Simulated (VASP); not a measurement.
# BiPt3 (Pm-3m) in VASP: further runs

The runs below take BiPt3 through single point, with PBE.

Program: VASP 6.6.1. These are calculated values, not measurements. Logs are shortened: lines on timing, memory, paths and dates and some standing lists are left out, and cuts for length are marked.

## (1) The cell of the first run

Symmetry: Pm-3m, No. 221, cubic system. Conventional cell: a = 4.151 Å, b = 4.151 Å, c = 4.151 Å, α = 90.00°, β = 90.00°, γ = 90.00°. Bi (site symmetry m-3m) has 12 Pt at 2.94 Å within 3.9 Å. Pt (site symmetry 4/mmm) has 4 Bi at 2.94 Å and 8 Pt at 2.94 Å within 3.9 Å.

## (2) Single point, PBE

Input file INCAR:

```
SYSTEM = BiPt3
ALGO = Normal
EDIFF = 1E-6
ENCUT = 520
GGA = PE
ISIF = 2
ISMEAR = 1
LASPH = .True.
LCHARG = .False.
LREAL = .False.
LWAVE = .False.
NBANDS = 30
NELM = 100
PREC = Accurate
SIGMA = 0.1
```

Input file KPOINTS:

```
k-points
0
Gamma
  6 6 6
  0 0 0
```

Input file POSCAR:

```
BiPt3
1.0
    4.1513127064      0.0000000000      0.0000000000
    0.0000000000      4.1513127064      0.0000000000
    0.0000000000      0.0000000000      4.1513127064
Bi Pt
1 3
Direct
    0.0000000000      0.0000000000      0.0000000000
    0.0000000000      0.5000000000      0.5000000000
    0.5000000000      0.0000000000      0.5000000000
    0.5000000000      0.5000000000      0.0000000000
```

Potentials or basis: VASP PAW PBE potentials, release 64 (Bi_d, Pt).

Command:

```console
$ cat potpaw_PBE.64/Bi_d/POTCAR potpaw_PBE.64/Pt/POTCAR > POTCAR
$ mpirun -np 1 vasp_std > vasp.out
```

OUTCAR:

```text
SYSTEM = BiPt3
   EDIFF = 1E-6
   ENCUT = 520
   GGA = PE
   ISIF = 2
   ISMEAR = 1
   LASPH = .True.
   LREAL = .False.
   NELM = 100
   PREC = Accurate

 ion  position               nearest neighbor table
   1  0.000  0.000  0.000-   2 2.94   3 2.94   4 2.94   2 2.94   3 2.94   2 2.94   4 2.94   2 2.94
                             3 2.94   4 2.94   3 2.94   4 2.94
   2  0.000  0.500  0.500-   1 2.94   3 2.94   4 2.94   1 2.94   4 2.94   1 2.94   3 2.94   1 2.94
                             3 2.94   4 2.94   4 2.94   3 2.94
   3  0.500  0.000  0.500-   1 2.94   2 2.94   4 2.94   1 2.94   4 2.94   2 2.94   4 2.94   4 2.94
                             1 2.94   2 2.94   1 2.94   2 2.94
   4  0.500  0.500  0.000-   1 2.94   2 2.94   3 2.94   2 2.94   3 2.94   1 2.94   3 2.94   3 2.94
                             1 2.94   2 2.94   2 2.94   1 2.94

  LATTYP: Found a simple cubic cell.
 ALAT       =     4.1513127064

  Lattice vectors:

 A1 = (   4.1513127064,   0.0000000000,   0.0000000000)
 A2 = (   0.0000000000,   4.1513127064,   0.0000000000)
 A3 = (   0.0000000000,   0.0000000000,   4.1513127064)

Analysis of symmetry for initial positions (statically):
=====================================================================
 Subroutine PRICEL returns:
 Original cell was already a primitive cell.

 Routine SETGRP: Setting up the symmetry group for a
 simple cubic supercell.

 Subroutine GETGRP returns: Found 48 space group operations
 (whereof 48 operations were pure point group operations)
 out of a pool of 48 trial point group operations.

The static configuration has the point symmetry O_h .

Analysis of symmetry for dynamics (positions and initial velocities):
=====================================================================
 Subroutine PRICEL returns:
 Original cell was already a primitive cell.

 Routine SETGRP: Setting up the symmetry group for a
 simple cubic supercell.

 Subroutine GETGRP returns: Found 48 space group operations
 (whereof 48 operations were pure point group operations)
 out of a pool of 48 trial point group operations.

The dynamic configuration has the point symmetry O_h .

 Subroutine INISYM returns: Found 48 space group operations
 (whereof 48 operations are pure point group operations),
 and found     1 'primitive' translations

----------------------------------------------------------------------------------------
[... 91 lines left out ...]
   NELM   =    100;   NELMIN=  2; NELMDL= -5     # of ELM steps
   EDIFF  = 0.1E-05   stopping-criterion for ELM
   LREAL  =      F    real-space projection
   EDIFFG = 0.1E-04   stopping-criterion for IOM
   NSW    =      0    number of steps for IOM
   IBRION =     -1    ionic relax: 0-MD 1-quasi-New 2-CG
   NFREE  =      0    steps in history (QN), initial steepest desc. (CG)
   ISIF   =      2    stress and relaxation
   ISYM   =      2    0-nonsym 1-usesym 2-fastsym
   POTIM  = 0.5000    time-step for ionic-motion
   TEBEG  =    0.0;   TEEND  =   0.0 temperature during run
   PSTRESS=    0.0 pullay stress
   NELECT =      45.0000    total number of electrons
   NUPDOWN=      -1.0000    fix difference up-down
   EMIN   =  10.00;   EMAX   =-10.00  energy-range for DOS
   EFERMI =   0.00;   METHOD = LEGACY
   ISMEAR =     1;   SIGMA  =   0.10  broadening in eV -4-tet -1-fermi 0-gaus
   EFERMI_NEDOS =   21; number of points for ismear=-14 and -15
   IALGO  =     38    algorithm
   IMIX   =      4    mixing-type and parameters
     AMIX     =   0.40;   BMIX     =  1.00
     AMIX_MAG =   1.60;   BMIX_MAG =  1.00
  volume/ion in A,a.u.               =      17.89       120.70
  Fermi-wavevector in a.u.,A,eV,Ry     =   1.402685  2.650691 26.769814  1.967526
  Thomas-Fermi vector in A             =   2.525422
   LORBIT       =      0    0 simple, 1 ext, 2 COOP (PROOUT), +10 PAW based schemes
   GGA     = PE    functional components
   LHFCALC =     F    Hartree Fock is set to
   AEXX    =    0.0000 exact exchange contribution
   IVDW    =     0    specifies the selected vdW correction
   LEPSILON=     F    determine dielectric tensor
   LRPA    =     F    only Hartree local field effects (RPA)
 non-spin polarized calculation
 Methfessel and Paxton  Order N= 1 SIGMA  =   0.10
  energy-cutoff  :      520.00
  volume of cell :       71.54
 maximum number of plane-waves:      1956
 NGX is ok and might be reduce to    32
   NGX = 15   NGY = 15   NGZ = 15

 number of electron      44.9999985 magnetization

 Free energy of the ion-electron system (eV)
  ---------------------------------------------------
  ext. energy  EPLUGINS =         0.00000000
  ---------------------------------------------------
  free energy    TOTEN  =       -22.04642941 eV

  energy without entropy =      -22.04577232  energy(sigma->0) =      -22.04621038

 E-fermi :  10.8256     XC(G=0): -12.6512

 val. band max:       10.7849841407   @ k =   0.3333   0.0000   0.0000
 cond. band min:      10.8315363515   @ k =   0.5000   0.3333   0.3333
 fundamental gap:      0.0465522107
 Fermi energy:        10.8256482676

 k-point     1 :       0.0000    0.0000    0.0000
  band No.  band energies     occupation
      1     -12.5347      2.00000
      2     -12.5347      2.00000
      3     -12.5187      2.00000
      4     -12.5187      2.00000
      5     -12.5187      2.00000
      6      -2.6384      2.00000
[... 649 lines left out ...]
     29      21.8840      0.00000
     30      21.8840      0.00000

------------------------ aborting loop because EDIFF is reached ----------------------------------------

  FORCE on cell =-STRESS in cart. coord.  units (eV):
  Direction    XX          YY          ZZ          XY          YZ          ZX
  --------------------------------------------------------------------------------------
  -------------------------------------------------------------------------------------
  Total        1.2557224      1.2557224      1.2557224      0.0000000      0.0000000     -0.0000000
  in kB       28.1221074     28.1221074     28.1221074      0.0000000      0.0000000     -0.0000000
  external PRESSURE =      28.1221074 kB  Pullay stress =       0.0000000 kB

 VOLUME and BASIS-vectors are now :
 -----------------------------------------------------------------------------
  energy-cutoff  :      520.00
  volume of cell :       71.54
      direct lattice vectors                 reciprocal lattice vectors
     4.151312706  0.000000000  0.000000000     0.240887659  0.000000000  0.000000000
     0.000000000  4.151312706  0.000000000     0.000000000  0.240887659  0.000000000
     0.000000000  0.000000000  4.151312706     0.000000000  0.000000000  0.240887659

 POSITION                                       TOTAL-FORCE (eV/Angst)
 -----------------------------------------------------------------------------------
      0.00000      0.00000      0.00000         0.000000      0.000000      0.000000
      0.00000      2.07566      2.07566         0.000000      0.000000      0.000000
      2.07566      0.00000      2.07566         0.000000      0.000000      0.000000
      2.07566      2.07566      0.00000         0.000000      0.000000      0.000000
 -----------------------------------------------------------------------------------
    total drift:                                0.000000     -0.000000     -0.000000

  FREE ENERGIE OF THE ION-ELECTRON SYSTEM (eV)
  ---------------------------------------------------
  free  energy   TOTEN  =       -22.0464294094 eV

  energy  without entropy=      -22.0457723163  energy(sigma->0) =      -22.04621038
```

OSZICAR:

```text
N       E                     dE             d eps       ncg     rms          rms(c)
DAV:   1     0.420463432952E+03    0.42046E+03   -0.21848E+04  1200   0.167E+03
DAV:   2     0.132222243480E+02   -0.40724E+03   -0.38607E+03  1268   0.450E+02
DAV:   3    -0.216469588290E+02   -0.34869E+02   -0.33044E+02  1374   0.124E+02
DAV:   4    -0.226881540943E+02   -0.10412E+01   -0.10371E+01  1368   0.214E+01
DAV:   5    -0.227233604396E+02   -0.35206E-01   -0.35202E-01  1594   0.423E+00    0.140E+01
DAV:   6    -0.221409171005E+02    0.58244E+00   -0.16813E+00  1344   0.818E+00    0.770E+00
DAV:   7    -0.220575505386E+02    0.83367E-01   -0.10929E-01  1524   0.323E+00    0.352E+00
DAV:   8    -0.220478970017E+02    0.96535E-02   -0.47929E-02  1404   0.146E+00    0.412E-01
DAV:   9    -0.220464882290E+02    0.14088E-02   -0.84278E-03  1426   0.926E-01    0.533E-02
DAV:  10    -0.220464257584E+02    0.62471E-04   -0.47829E-04  1584   0.240E-01    0.245E-02
DAV:  11    -0.220464292023E+02   -0.34439E-05   -0.20511E-05  1458   0.311E-02    0.340E-03
DAV:  12    -0.220464294094E+02   -0.20707E-06   -0.15918E-06  1088   0.109E-02
   1 F= -.22046429E+02 E0= -.22046210E+02  d E =-.657093E-03
```

It took 17 s on 1 thread of Intel Xeon Platinum 8488C (Sapphire Rapids), shared host; peak memory 0.19 GiB.

What came out:

```yaml
Free_energy: -22.0464 eV
Pressure: 2.8 GPa
```

Levels at points of the mesh, in eV from the Fermi level:
| k point | band 19 | band 20 | band 21 | band 22 | band 23 | band 24 | band 25 | band 26 |
| --- | --- | --- | --- | --- | --- | --- | --- | --- |
| (0.00, 0.00, 0.00) | -1.30 | -1.30 | -0.71 | -0.59 | -0.12 | -0.12 | -0.12 | 5.23 |
| (0.50, 0.00, 0.00) | -2.37 | -2.28 | -1.21 | -0.53 | -0.12 | 2.55 | 2.55 | 4.85 |
| (0.50, 0.50, 0.00) | -2.51 | -2.06 | -1.98 | -1.82 | 0.43 | 0.43 | 3.30 | 4.83 |
| (0.50, 0.50, 0.50) | -2.03 | -2.03 | -1.48 | -0.63 | -0.51 | -0.51 | -0.51 | 2.88 |

Caveat: spin-orbit coupling is left out, which moves the levels of the heavy elements.

## (3) Single point, PBE

This run uses another cell than the first one, of 18.34 Å³/atom, 1.026 times its volume.

Input file INCAR:

```
SYSTEM = BiPt3
PREC = Accurate
ENCUT = 520
EDIFF = 1E-6
ISMEAR = 1
SIGMA = 0.1
LREAL = .FALSE.
LASPH = .TRUE.
NELM = 80
ALGO = Normal
ISIF = 2
LWAVE = .FALSE.
LCHARG = .TRUE.
GGA = PE
LELF = .TRUE.
LVHAR = .TRUE.
NBANDS = 30
```

Input file KPOINTS:

```
regular mesh
0
G
  6 6 6
  0 0 0
```

Input file POSCAR:

```
BiPt3
1.0
    4.1864950000      0.0000000000      0.0000000000
    0.0000000000      4.1864950000      0.0000000000
    0.0000000000      0.0000000000      4.1864950000
Bi Pt
1 3
Direct
    0.0000000000      0.0000000000      0.0000000000
    0.0000000000      0.5000000000      0.5000000000
    0.5000000000      0.0000000000      0.5000000000
    0.5000000000      0.5000000000      0.0000000000
```

Potentials or basis: VASP PAW PBE potentials, release 64 (Bi_d, Pt).

Command:

```console
$ cat potpaw_PBE.64/Bi_d/POTCAR potpaw_PBE.64/Pt/POTCAR > POTCAR
$ mpirun -np 1 vasp_std > vasp.out
```

OUTCAR:

```text
SYSTEM = BiPt3
   PREC = Accurate
   ENCUT = 520
   EDIFF = 1E-6
   ISMEAR = 1
   LREAL = .FALSE.
   LASPH = .TRUE.
   NELM = 80
   ISIF = 2
   GGA = PE

 ion  position               nearest neighbor table
   1  0.000  0.000  0.000-   2 2.96   3 2.96   4 2.96   2 2.96   3 2.96   2 2.96   4 2.96   2 2.96
                             3 2.96   4 2.96   3 2.96   4 2.96
   2  0.000  0.500  0.500-   1 2.96   3 2.96   4 2.96   1 2.96   4 2.96   1 2.96   3 2.96   1 2.96
                             3 2.96   4 2.96   4 2.96   3 2.96
   3  0.500  0.000  0.500-   1 2.96   2 2.96   4 2.96   1 2.96   4 2.96   2 2.96   4 2.96   4 2.96
                             1 2.96   2 2.96   1 2.96   2 2.96
   4  0.500  0.500  0.000-   1 2.96   2 2.96   3 2.96   2 2.96   3 2.96   1 2.96   3 2.96   3 2.96
                             1 2.96   2 2.96   2 2.96   1 2.96

  LATTYP: Found a simple cubic cell.
 ALAT       =     4.1864950000

  Lattice vectors:

 A1 = (   4.1864950000,   0.0000000000,   0.0000000000)
 A2 = (   0.0000000000,   4.1864950000,   0.0000000000)
 A3 = (   0.0000000000,   0.0000000000,   4.1864950000)

Analysis of symmetry for initial positions (statically):
=====================================================================
 Subroutine PRICEL returns:
 Original cell was already a primitive cell.

 Routine SETGRP: Setting up the symmetry group for a
 simple cubic supercell.

 Subroutine GETGRP returns: Found 48 space group operations
 (whereof 48 operations were pure point group operations)
 out of a pool of 48 trial point group operations.

The static configuration has the point symmetry O_h .

Analysis of symmetry for dynamics (positions and initial velocities):
=====================================================================
 Subroutine PRICEL returns:
 Original cell was already a primitive cell.

 Routine SETGRP: Setting up the symmetry group for a
 simple cubic supercell.

 Subroutine GETGRP returns: Found 48 space group operations
 (whereof 48 operations were pure point group operations)
 out of a pool of 48 trial point group operations.

[... 120 lines left out ...]
  volume/ion in A,a.u.               =      18.34       123.79
  Fermi-wavevector in a.u.,A,eV,Ry     =   1.390897  2.628415 26.321770  1.934596
  Thomas-Fermi vector in A             =   2.514788
   LORBIT       =      0    0 simple, 1 ext, 2 COOP (PROOUT), +10 PAW based schemes
   GGA     = PE    functional components
   LHFCALC =     F    Hartree Fock is set to
   AEXX    =    0.0000 exact exchange contribution
   IVDW    =     0    specifies the selected vdW correction
   LEPSILON=     F    determine dielectric tensor
   LRPA    =     F    only Hartree local field effects (RPA)
 non-spin polarized calculation
 Methfessel and Paxton  Order N= 1 SIGMA  =   0.10
  energy-cutoff  :      520.00
  volume of cell :       73.38
 maximum number of plane-waves:      2008
 NGX is ok and might be reduce to    32
   NGX = 15   NGY = 15   NGZ = 15

 number of electron      45.0000002 magnetization

 Free energy of the ion-electron system (eV)
  ---------------------------------------------------
  ext. energy  EPLUGINS =         0.00000000
  ---------------------------------------------------
  free energy    TOTEN  =       -22.05582364 eV

  energy without entropy =      -22.05423761  energy(sigma->0) =      -22.05529497

 E-fermi :  10.3785     XC(G=0): -12.5057

 val. band max:       10.3188132027   @ k =   0.3333   0.3333   0.3333
 cond. band min:      10.4026844468   @ k =   0.5000   0.3333   0.1667
 fundamental gap:      0.0838712441
 Fermi energy:        10.3784792653

 k-point     1 :       0.0000    0.0000    0.0000
  band No.  band energies     occupation
      1     -12.9144      2.00000
      2     -12.9144      2.00000
      3     -12.8997      2.00000
      4     -12.8997      2.00000
      5     -12.8997      2.00000
      6      -2.8460      2.00000
[... 649 lines left out ...]
     29      21.3764      0.00000
     30      21.3764      0.00000

------------------------ aborting loop because EDIFF is reached ----------------------------------------

  FORCE on cell =-STRESS in cart. coord.  units (eV):
  Direction    XX          YY          ZZ          XY          YZ          ZX
  --------------------------------------------------------------------------------------
  -------------------------------------------------------------------------------------
  Total       -0.6062161     -0.6062161     -0.6062161      0.0000000     -0.0000000      0.0000000
  in kB      -13.2369019    -13.2369019    -13.2369019      0.0000000     -0.0000000      0.0000000
  external PRESSURE =     -13.2369019 kB  Pullay stress =       0.0000000 kB

 VOLUME and BASIS-vectors are now :
 -----------------------------------------------------------------------------
  energy-cutoff  :      520.00
  volume of cell :       73.38
      direct lattice vectors                 reciprocal lattice vectors
     4.186495000  0.000000000  0.000000000     0.238863297  0.000000000  0.000000000
     0.000000000  4.186495000  0.000000000     0.000000000  0.238863297  0.000000000
     0.000000000  0.000000000  4.186495000     0.000000000  0.000000000  0.238863297

 POSITION                                       TOTAL-FORCE (eV/Angst)
 -----------------------------------------------------------------------------------
      0.00000      0.00000      0.00000         0.000000      0.000000      0.000000
      0.00000      2.09325      2.09325         0.000000      0.000000      0.000000
      2.09325      0.00000      2.09325         0.000000      0.000000      0.000000
      2.09325      2.09325      0.00000         0.000000      0.000000      0.000000
 -----------------------------------------------------------------------------------
    total drift:                                0.000000     -0.000000     -0.000000

  FREE ENERGIE OF THE ION-ELECTRON SYSTEM (eV)
  ---------------------------------------------------
  free  energy   TOTEN  =       -22.0558236407 eV

  energy  without entropy=      -22.0542376139  energy(sigma->0) =      -22.05529497
```

OSZICAR:

```text
N       E                     dE             d eps       ncg     rms          rms(c)
DAV:   1     0.411211823171E+03    0.41121E+03   -0.21926E+04  1200   0.165E+03
DAV:   2     0.116821310296E+02   -0.39953E+03   -0.37978E+03  1256   0.444E+02
DAV:   3    -0.216320085349E+02   -0.33314E+02   -0.31474E+02  1388   0.122E+02
DAV:   4    -0.226932093101E+02   -0.10612E+01   -0.10567E+01  1326   0.213E+01
DAV:   5    -0.227294574174E+02   -0.36248E-01   -0.36243E-01  1670   0.428E+00    0.129E+01
DAV:   6    -0.221478945512E+02    0.58156E+00   -0.17020E+00  1302   0.823E+00    0.710E+00
DAV:   7    -0.220672000546E+02    0.80694E-01   -0.10464E-01  1536   0.308E+00    0.340E+00
DAV:   8    -0.220573097803E+02    0.98903E-02   -0.51891E-02  1418   0.152E+00    0.422E-01
DAV:   9    -0.220559061783E+02    0.14036E-02   -0.88329E-03  1412   0.943E-01    0.565E-02
DAV:  10    -0.220558202452E+02    0.85933E-04   -0.58886E-04  1572   0.262E-01    0.248E-02
DAV:  11    -0.220558233467E+02   -0.31015E-05   -0.26594E-05  1440   0.343E-02    0.329E-03
DAV:  12    -0.220558236407E+02   -0.29395E-06   -0.20646E-06  1158   0.118E-02
   1 F= -.22055824E+02 E0= -.22055295E+02  d E =-.158603E-02
```

stdout:

```text
POSCAR found type information on POSCAR BiPt
 POSCAR found :  2 types and       4 ions
 scaLAPACK will be used
 LDA part: xc-table for (Slater+PW92), standard interpolation
 POSCAR, INCAR and KPOINTS ok, starting setup
 FFT: planning ... GRIDC
 FFT: planning ... GRID_SOFT
 FFT: planning ... GRID
 WAVECAR not read
 entering main loop
```

Wall time 18 s (1 thread of Intel Xeon Platinum 8488C (Sapphire Rapids), shared host); peak memory 0.19 GiB.

What came out:

```yaml
Free_energy: -22.0558 eV
Pressure: -1.3 GPa
```

Caveat: spin-orbit coupling is left out, which moves the levels of the heavy elements.

[end of part 1 of 2]
